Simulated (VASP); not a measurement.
# Si16C (a cell with a defect): single point with PBEsol

Crystal: Si16C (a cell with a defect).

```xyz
17
Lattice="0.0000 5.4300 5.4300 5.4300 0.0000 5.4300 5.4300 5.4300 0.0000" Properties=species:S:1:pos:R:3 pbc="T T T"
Si   -0.7948   -0.1167    0.1269
Si    1.5858    1.2759    1.1563
Si    2.9281    2.7041   -0.0628
Si    4.0381    3.7544    1.6714
Si    2.8218   -0.0323    2.6344
Si    3.9800    1.4465    3.9838
Si    5.6759    2.5816    2.8478
Si    6.9616    4.0862    4.0953
Si    0.3004    2.7650    2.6657
Si    1.5862    4.2776    4.1551
Si    2.9302    5.4900    2.7227
Si    4.3462    6.8499    4.0085
Si    2.8214    2.7963    5.4613
Si    4.2722    4.0623    6.7974
Si    5.5834    5.4398    5.4203
Si    6.9626    6.7643    6.7737
C     0.9443    5.5614    5.3008
```

| Quantity | Value |
| --- | --- |
| Program | VASP 6.6.1 |
| Task | single point |
| Functional | PBEsol |
| Potentials or basis | VASP PAW PBE potentials, release 64 (Si, C) |
| Cutoff | 520 eV |
| k mesh | 2 × 2 × 2 |
| Occupations | fermi-dirac, width 0.02 eV |
| Spin | collinear spin, ferromagnetic start |
| Starting moments | [0.0, 0.0, 0.0, 0.0, 0.0, 0.0, 0.0, 0.0, 0.0, 0.0, 0.0, 0.0, 0.0, 0.0, 0.0, 0.0, 1.0] μB |
| Dipole correction | no |
| Further INCAR settings | LREAL = Auto; ALGO = Normal; EDIFF = 1e-06; NBANDS = 52 |

The pressure is 2.2 GPa, the largest force is 0.105 eV/Å and the band gap on the k mesh is zero (filled and empty bands overlap). The net moment is 0.00 μB per cell. The valence electrons inside the program's atomic spheres are Si 1.71, 1.67, 1.70, 1.73, 1.69, 1.65; C 2.46.

Forces on the atoms (eV/Å):
```
Si  -0.044  0.060 -0.074
Si   0.018  0.032  0.028
Si  -0.019 -0.008 -0.014
Si   0.028 -0.049  0.054
Si  -0.007 -0.014  0.004
Si   0.029 -0.034  0.031
Si  -0.033  0.000 -0.002
Si   0.014  0.021 -0.011
Si   0.026  0.001  0.008
Si   0.007 -0.044 -0.029
Si  -0.019  0.023  0.011
Si   0.004 -0.002 -0.001
Si  -0.011  0.002  0.018
Si  -0.006  0.002 -0.006
Si   0.000  0.000  0.002
Si   0.014  0.012 -0.025
C   -0.002 -0.004  0.007
```

Stress tensor (GPa, compression positive):
```
 4.34  0.01 -0.01
 0.01  1.08 -1.51
-0.01 -1.51  1.07
```

Levels at points of the mesh, in eV from the Fermi level:
Spin up:
| k point | band 30 | band 31 | band 32 | band 33 | band 34 | band 35 | band 36 | band 37 | band 38 | band 39 |
| --- | --- | --- | --- | --- | --- | --- | --- | --- | --- | --- |
| (0.00, 0.00, 0.00) | -1.39 | -1.28 | -0.75 | -0.58 | -0.47 | -0.30 | -0.13 | 0.26 | 0.36 | 0.60 |
| (0.50, 0.00, 0.00) | -1.62 | -1.35 | -1.18 | -0.97 | -0.12 | 0.56 | 0.70 | 0.94 | 1.12 | 1.16 |
| (0.00, 0.50, 0.00) | -1.74 | -1.22 | -1.20 | -1.00 | 0.10 | 0.25 | 0.69 | 0.83 | 1.12 | 1.13 |
| (0.00, 0.00, 0.50) | -1.60 | -1.28 | -1.18 | -1.11 | -0.23 | 0.61 | 0.64 | 0.96 | 1.07 | 1.11 |
| (0.50, 0.50, 0.50) | -1.62 | -1.35 | -1.17 | -0.97 | -0.12 | 0.56 | 0.71 | 0.94 | 1.12 | 1.16 |
| (0.50, 0.50, 0.00) | -1.87 | -1.79 | -1.67 | -1.14 | -0.68 | 0.80 | 1.20 | 1.33 | 1.82 | 2.02 |
| (0.00, 0.50, 0.50) | -1.81 | -1.79 | -1.71 | -1.03 | 0.16 | 0.41 | 1.08 | 1.53 | 1.64 | 1.70 |
| (0.50, 0.00, 0.50) | -1.87 | -1.79 | -1.67 | -1.14 | -0.68 | 0.80 | 1.20 | 1.33 | 1.82 | 2.02 |
Spin down:
```
           k point  band 31  band 32  band 33  band 34  band 35  band 36  band 37  band 38
(0.00, 0.00, 0.00)    -1.28    -0.75    -0.58    -0.47    -0.30    -0.13     0.26     0.36
(0.50, 0.00, 0.00)    -1.35    -1.18    -0.97    -0.12     0.56     0.70     0.94     1.12
(0.00, 0.50, 0.00)    -1.22    -1.20    -1.00     0.10     0.25     0.69     0.83     1.12
(0.00, 0.00, 0.50)    -1.28    -1.18    -1.11    -0.23     0.61     0.64     0.96     1.07
(0.50, 0.50, 0.50)    -1.35    -1.17    -0.97    -0.12     0.56     0.71     0.94     1.12
(0.50, 0.50, 0.00)    -1.79    -1.67    -1.14    -0.68     0.80     1.20     1.33     1.82
(0.00, 0.50, 0.50)    -1.79    -1.71    -1.03     0.16     0.41     1.08     1.53     1.64
(0.50, 0.00, 0.50)    -1.79    -1.67    -1.14    -0.68     0.80     1.20     1.33     1.82
```

It took 12 min on 1 thread of Oxide Virtual Turin-like Processor, with other jobs on the host, peak memory 0.67 GiB.

Caveat: the k points lie up to 0.50 Å⁻¹ apart; the PAW data sets were made with another functional, which shifts forces and pressure a little.
